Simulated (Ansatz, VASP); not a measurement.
## C: VASP beside Ansatz

```
C
1.0
     0.00000    1.70892    1.70892
     1.70892    0.00000    1.70892
     1.70892    1.70892    0.00000
C
2
Direct
  0.00000 0.00000 0.00000
  0.25000 0.25000 0.25000
```

Change from the starting cell: hydrostatic strain -4.0%.

Alike in both runs: task single point; functional r2SCAN; k mesh 12 × 12 × 12; no spin polarisation.

|  | VASP | Ansatz |
| --- | --- | --- |
| version | VASP 6.6.1 | Ansatz 0.2.0 |
| potentials or method | VASP PAW PBE potentials, release 64 (C) | plane waves, PAW |
| plane-wave cutoff (eV) | 520 | 500 |
| occupations | gaussian, width 0.01 eV | fixed |
| valence electrons in the cell | 8 | 8 |

```csv
,VASP,Ansatz,Ansatz less VASP
gap on the k mesh at the Fermi level (eV),4.65,4.69,+0.037
pressure (GPa),70.6,68.9,-1.72
```

VASP's potentials were made for PBE, not for r2SCAN. Both programs put the cell under a high pressure, so it lies far from rest at this level.

Noted on VASP's run: the cell as given lies far from equilibrium.
